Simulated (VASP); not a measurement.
# AlGaN2 (P-4m2) in VASP: notebook

The runs below take AlGaN2 through single point, relaxation of cell and atoms, with r2SCAN.

All numbers are computed with VASP 6.6.1; they aren't measurements. Logs are shortened: lines on timing, memory, paths and dates and some standing lists are left out, and cuts for length are marked.

### Step 1. The cell of the first run

Symmetry: P-4m2, No. 115, tetragonal system. The conventional cell has a = 3.149 Å, b = 3.149 Å, c = 4.438 Å, α = 90.00°, β = 90.00°, γ = 90.00°. Within 2.5 Å of Al (site symmetry -4m2) lie 4 N at 1.90 Å. Ga (site symmetry -4m2) has 4 N at 1.95 Å within 2.6 Å. N (site symmetry 2mm) has 2 Al at 1.90 Å and 2 Ga at 1.95 Å within 2.5 Å.

### Step 2. Single point, r2SCAN

File POSCAR:

```
AlGaN2
1.0
    3.1487346073      0.0000000000      0.0000000000
    0.0000000000      3.1487346073      0.0000000000
    0.0000000000      0.0000000000      4.4379688034
Al Ga N
1 1 2
Direct
    0.5000000000      0.5000000000      0.5000000000
    0.0000000000      0.0000000000      0.0000000000
    0.5000000000      0.0000000000      0.7391152543
    0.0000000000      0.5000000000      0.2608847457
```

File INCAR.step1:

```
  ALGO = Normal
  EDIFF = 1E-4
  ENCUT = 520
  GGA = PE
  ISMEAR = 0
  LASPH = True
  LCHARG = False
  LREAL = False
  LWAVE = True
  NBANDS = 21
  NELM = 100
  PREC = Accurate
  SIGMA = 0.02
```

File INCAR.step2:

```
  ALGO = Normal
  EDIFF = 1E-7
  ENCUT = 520
  ISIF = 2
  ISMEAR = 0
  ISTART = 1
  LASPH = True
  LCHARG = False
  LMIXTAU = True
  LREAL = False
  LWAVE = False
  METAGGA = R2SCAN
  NBANDS = 21
  NELM = 100
  PREC = Accurate
  SIGMA = 0.02
```

File KPOINTS:

```
k-points
0
Gamma
  8 8 6
```

Potentials or basis: VASP PAW PBE potentials, release 64 (Al, Ga_d, N).

Run with:

```console
> cat potpaw_PBE.64/Al/POTCAR potpaw_PBE.64/Ga_d/POTCAR potpaw_PBE.64/N/POTCAR > POTCAR
> cp INCAR.step1 INCAR
> mpirun -np 1 vasp_std > vasp.out
> cp INCAR.step2 INCAR
> mpirun -np 1 vasp_std > vasp.out
```

OUTCAR:

```text
EDIFF = 1E-7
   ENCUT = 520
   ISIF = 2
   ISMEAR = 0
   ISTART = 1
   LASPH = True
   LREAL = False
   METAGGA = R2SCAN
   NELM = 100
   PREC = Accurate

 ion  position               nearest neighbor table
   1  0.500  0.500  0.500-   3 1.90   4 1.90   3 1.90   4 1.90
   2  0.000  0.000  0.000-   3 1.95   4 1.95   4 1.95   3 1.95
   3  0.500  0.000  0.739-   1 1.90   1 1.90   2 1.95   2 1.95
   4  0.000  0.500  0.261-   1 1.90   1 1.90   2 1.95   2 1.95

  LATTYP: Found a simple tetragonal cell.
 ALAT       =     3.1487346073
 C/A-ratio  =     1.4094451762

  Lattice vectors:

 A1 = (   3.1487346073,   0.0000000000,   0.0000000000)
 A2 = (   0.0000000000,   3.1487346073,   0.0000000000)
 A3 = (   0.0000000000,   0.0000000000,   4.4379688034)

Analysis of symmetry for initial positions (statically):
=====================================================================
 Subroutine PRICEL returns:
 Original cell was already a primitive cell.

 Routine SETGRP: Setting up the symmetry group for a
 simple tetragonal supercell.

 Subroutine GETGRP returns: Found  8 space group operations
 (whereof  8 operations were pure point group operations)
 out of a pool of 16 trial point group operations.

The static configuration has the point symmetry D_2d.

Analysis of symmetry for dynamics (positions and initial velocities):
=====================================================================
 Subroutine PRICEL returns:
 Original cell was already a primitive cell.

 Routine SETGRP: Setting up the symmetry group for a
 simple tetragonal supercell.

 Subroutine GETGRP returns: Found  8 space group operations
 (whereof  8 operations were pure point group operations)
 out of a pool of 16 trial point group operations.

The dynamic configuration has the point symmetry D_2d.

 Subroutine INISYM returns: Found  8 space group operations
 (whereof  8 operations are pure point group operations),
 and found     1 'primitive' translations

----------------------------------------------------------------------------------------

                                     Primitive cell

  volume of cell :      44.0004

  direct lattice vectors                    reciprocal lattice vectors
     3.148734607  0.000000000  0.000000000     0.317587896  0.000000000  0.000000000
     0.000000000  3.148734607  0.000000000     0.000000000  0.317587896  0.000000000
     0.000000000  0.000000000  4.437968803     0.000000000  0.000000000  0.225328308

  length of vectors
     3.148734607  3.148734607  4.437968803     0.317587896  0.317587896  0.225328308

  position of ions in fractional coordinates (direct lattice)
     0.500000000  0.500000000  0.500000000
     0.000000000  0.000000000  0.000000000
     0.500000000  0.000000000  0.739115254
     0.000000000  0.500000000  0.260884746

  ion indices of the primitive-cell ions
   primitive index   ion index
                 1           1
                 2           2
                 3           3
                 4           4

----------------------------------------------------------------------------------------

 KPOINTS: k-points

Automatic generation of k-mesh.
 Grid dimensions read from file:
 generate k-points for:    8    8    6

 Generating k-lattice:

  Cartesian coordinates                     Fractional coordinates (reciprocal lattice)
     0.039698487  0.000000000  0.000000000     0.125000000  0.000000000  0.000000000
     0.000000000  0.039698487  0.000000000     0.000000000  0.125000000  0.000000000
     0.000000000  0.000000000  0.037554718     0.000000000  0.000000000  0.166666667

  Length of vectors
     0.039698487  0.039698487  0.037554718

  Shift w.r.t. Gamma in fractional coordinates (k-lattice)
     0.000000000  0.000000000  0.000000000

 Subroutine IBZKPT returns following result:
 ===========================================

 Found     60 irreducible k-points:

 Following reciprocal coordinates:
            Coordinates               Weight
  0.000000  0.000000  0.000000      1.000000
  0.125000  0.000000  0.000000      4.000000
  0.250000  0.000000  0.000000      4.000000
  0.375000  0.000000  0.000000      4.000000
  0.500000  0.000000  0.000000      2.000000
  0.125000  0.125000  0.000000      4.000000
[... 16 lines left out ...]
  0.375000  0.125000  0.166667     16.000000
  0.500000  0.125000  0.166667      8.000000
 [... further k-points ...]
   k-points           NKPTS =     60   k-points in BZ     NKDIM =     60   number of bands    NBANDS=     21
   number of dos      NEDOS =    301   number of ions     NIONS =      4
   total plane-waves  NPLWV =  20736
   dimension x,y,z NGX =    24 NGY =   24 NGZ =   36
   dimension x,y,z NGXF=    48 NGYF=   48 NGZF=   72
   ions per type =               1   1   2
   NGX,Y,Z   is equivalent  to a cutoff of  12.67, 12.67, 13.49 a.u.
   NGXF,Y,Z  is equivalent  to a cutoff of  25.34, 25.34, 26.97 a.u.
 SYSTEM =  unknown system
   PREC   = accura    normal or accurate (medium, high low for compatibility)
   ISTART =      1    job   : 0-new  1-cont  2-samecut
   ICHARG =      0    charge: 1-file 2-atom 10-const
   ISPIN  =      1    spin polarized calculation?
   LNONCOLLINEAR =      F non collinear calculations
   LSORBIT =      F    spin-orbit coupling
   LASPH  =      T    aspherical Exc in radial PAW
   ENCUT  =  520.0 eV  38.22 Ry    6.18 a.u.   5.85  5.85  8.25*2*pi/ulx,y,z
   NELM   =    100;   NELMIN=  2; NELMDL=  0     # of ELM steps
   EDIFF  = 0.1E-06   stopping-criterion for ELM
   LREAL  =      F    real-space projection
   EDIFFG = 0.1E-05   stopping-criterion for IOM
   NSW    =      0    number of steps for IOM
   IBRION =     -1    ionic relax: 0-MD 1-quasi-New 2-CG
   NFREE  =      0    steps in history (QN), initial steepest desc. (CG)
   ISIF   =      2    stress and relaxation
   ISYM   =      2    0-nonsym 1-usesym 2-fastsym
   POTIM  = 0.5000    time-step for ionic-motion
   TEBEG  =    0.0;   TEEND  =   0.0 temperature during run
   PSTRESS=    0.0 pullay stress
   NELECT =      26.0000    total number of electrons
   NUPDOWN=      -1.0000    fix difference up-down
   EMIN   =  10.00;   EMAX   =-10.00  energy-range for DOS
   EFERMI =   0.00;   METHOD = LEGACY
   ISMEAR =     0;   SIGMA  =   0.02  broadening in eV -4-tet -1-fermi 0-gaus
   EFERMI_NEDOS =   21; number of points for ismear=-14 and -15
   IALGO  =     38    algorithm
   IMIX   =      4    mixing-type and parameters
     AMIX     =   0.40;   BMIX     =  1.00
     AMIX_MAG =   1.60;   BMIX_MAG =  1.00
  volume/ion in A,a.u.               =      11.00        74.23
  Fermi-wavevector in a.u.,A,eV,Ry     =   1.373769  2.596048 25.677490  1.887242
  Thomas-Fermi vector in A             =   2.499256
   LORBIT       =      0    0 simple, 1 ext, 2 COOP (PROOUT), +10 PAW based schemes
   METAGGA = R2SCAN    functional components
   LHFCALC =     F    Hartree Fock is set to
   AEXX    =    0.0000 exact exchange contribution
   IVDW    =     0    specifies the selected vdW correction
   LEPSILON=     F    determine dielectric tensor
   LRPA    =     F    only Hartree local field effects (RPA)
 non-spin polarized calculation
 Gauss-broadening in eV      SIGMA  =   0.02
  energy-cutoff  :      520.00
  volume of cell :       44.00
 maximum number of plane-waves:      1208
 NGX is ok and might be reduce to    24
   NGX = 11   NGY = 11   NGZ = 17

 number of electron      25.9999977 magnetization

 Free energy of the ion-electron system (eV)
  ---------------------------------------------------
  ext. energy  EPLUGINS =         0.00000000
  ---------------------------------------------------
  free energy    TOTEN  =       -41.07333738 eV

  energy without entropy =      -41.07333738  energy(sigma->0) =      -41.07333738

 E-fermi :   5.4224     XC(G=0): -12.0242

 val. band max:        5.2995033588   @ k =   0.0000   0.0000   0.0000
 cond. band min:       8.6006060300   @ k =   0.0000   0.0000   0.0000
 fundamental gap:      3.3011026713
 Fermi energy:         5.4223780108

 k-point     1 :       0.0000    0.0000    0.0000
  band No.  band energies     occupation
      1     -10.9279      2.00000
      2      -9.3703      2.00000
      3      -8.0274      2.00000
      4      -8.0274      2.00000
      5      -7.9567      2.00000
      6      -7.8058      2.00000
[... 13 lines left out ...]
     20      18.9896      0.00000
     21      21.2418      0.00000

 k-point     2 :       0.1250    0.0000    0.0000
  band No.  band energies     occupation
      1     -10.7962      2.00000
      2      -9.3722      2.00000
      3      -8.0327      2.00000
      4      -8.0248      2.00000
      5      -7.9352      2.00000
      6      -7.8168      2.00000
[... 13 lines left out ...]
     20      18.7874      0.00000
     21      20.7426      0.00000

 k-point     3 :       0.2500    0.0000    0.0000
  band No.  band energies     occupation
      1     -10.4433      2.00000
      2      -9.3917      2.00000
      3      -8.0183      2.00000
      4      -8.0142      2.00000
      5      -7.8636      2.00000
      6      -7.8433      2.00000
[... 13 lines left out ...]
     20      18.2115      0.00000
     21      19.6316      0.00000

 k-point     4 :       0.3750    0.0000    0.0000
  band No.  band energies     occupation
      1     -10.0039      2.00000
      2      -9.4603      2.00000
      3      -8.0117      2.00000
      4      -7.9671      2.00000
      5      -7.8697      2.00000
      6      -7.6827      2.00000
[... 13 lines left out ...]
     20      17.9039      0.00000
     21      18.6348      0.00000

 k-point     5 :       0.5000    0.0000    0.0000
  band No.  band energies     occupation
      1      -9.7145      2.00000
      2      -9.5825      2.00000
      3      -8.0088      2.00000
      4      -7.9456      2.00000
      5      -7.8806      2.00000
      6      -7.4252      2.00000
[... 13 lines left out ...]
     20      18.0045      0.00000
     21      18.0977      0.00000
[... 382 lines left out ...]
     20      18.0314      0.00000
     21      19.6938      0.00000

 k-point    22 :       0.2500    0.1250    0.1667
  band No.  band energies     occupation
      1     -10.2538      2.00000
      2      -9.4107      2.00000
      3      -8.0366      2.00000
      4      -7.9616      2.00000
      5      -7.8696      2.00000
      6      -7.8231      2.00000
[... 13 lines left out ...]
     20      18.1911      0.00000
     21      18.9395      0.00000

 k-point    23 :       0.3750    0.1250    0.1667
  band No.  band energies     occupation
      1      -9.8848      2.00000
      2      -9.4472      2.00000
      3      -8.0190      2.00000
      4      -7.9229      2.00000
      5      -7.8894      2.00000
      6      -7.6126      2.00000
[... 13 lines left out ...]
     20      18.2276      0.00000
     21      18.5440      0.00000

 k-point    24 :       0.5000    0.1250    0.1667
  band No.  band energies     occupation
      1      -9.6701      2.00000
      2      -9.5198      2.00000
      3      -8.0125      2.00000
      4      -7.9072      2.00000
      5      -7.9017      2.00000
      6      -7.3525      2.00000
[... 13 lines left out ...]
     20      18.2676      0.00000
     21      18.3045      0.00000

 [... further k-points ...]
[... 5 lines left out ...]
  --------------------------------------------------------------------------------------
  -------------------------------------------------------------------------------------
  Total       -0.4760204     -0.4760204     -0.4569937      0.0000000      0.0000000      0.0000000
  in kB      -17.3332430    -17.3332430    -16.6404271      0.0000000      0.0000000      0.0000000
  external PRESSURE =     -17.1023043 kB  Pullay stress =       0.0000000 kB

 VOLUME and BASIS-vectors are now :
 -----------------------------------------------------------------------------
  energy-cutoff  :      520.00
  volume of cell :       44.00
      direct lattice vectors                 reciprocal lattice vectors
     3.148734607  0.000000000  0.000000000     0.317587896  0.000000000  0.000000000
     0.000000000  3.148734607  0.000000000     0.000000000  0.317587896  0.000000000
     0.000000000  0.000000000  4.437968803     0.000000000  0.000000000  0.225328308

 POSITION                                       TOTAL-FORCE (eV/Angst)
 -----------------------------------------------------------------------------------
      1.57437      1.57437      2.21898         0.000000      0.000000      0.000000
      0.00000      0.00000      0.00000         0.000000     -0.000000      0.000000
      1.57437      0.00000      3.28017        -0.000000     -0.000000     -0.091049
      0.00000      1.57437      1.15780         0.000000     -0.000000      0.091049
 -----------------------------------------------------------------------------------
    total drift:                                0.000000      0.000000      0.000000

  FREE ENERGIE OF THE ION-ELECTRON SYSTEM (eV)
  ---------------------------------------------------
  free  energy   TOTEN  =       -41.0733373763 eV

  energy  without entropy=      -41.0733373763  energy(sigma->0) =      -41.07333738
```

Wall time 79 s (1 thread of Intel Xeon 6975P-C (Granite Rapids), shared host); peak memory 0.19 GiB.

What came out:

```yaml
Free_energy: -41.0733 eV
Pressure: -1.7 GPa
Largest_force: 0.091 eV/Å
Band_gap_on_the_k_mesh: 3.30 eV
```

Forces in eV/Å, atoms in the order of the input:
```
Al   0.000  0.000  0.000
Ga   0.000  0.000  0.000
N    0.000  0.000 -0.091
N    0.000  0.000  0.091
```

Caveat: the PAW data sets were made with another functional, which shifts forces and pressure a little.

[end of part 1 of 2]
